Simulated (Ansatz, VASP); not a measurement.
# Ti: VASP beside Ansatz

```
CELL_PARAMETERS angstrom
0.00000 2.05671 2.05671
2.05671 0.00000 2.05671
2.05671 2.05671 0.00000
ATOMIC_POSITIONS crystal
Ti 0.00000 0.00000 0.00000
```

Alike in both runs: task single point; functional LDA; k mesh 11 × 11 × 11; occupations fermi-dirac, width 0.05 eV; no spin polarisation.

```csv
,VASP,Ansatz
version,VASP 6.6.1,Ansatz 0.2.0
potentials or method,"VASP PAW LDA potentials, release 64 (Ti_sv)",Ansatz PAW
plane-wave cutoff (eV),520,420
valence electrons in the cell,12,12
```

```csv
,VASP,Ansatz,Ansatz less VASP
gap on the k mesh at the Fermi level (eV),none,none,-
pressure (GPa),-9.0,-8.9,+0.08
```

LDA's correlation is that of Perdew and Zunger in VASP and of Perdew and Wang (1992) in Ansatz. A gap of «none» marks a metal or a gap that the smearing closes.
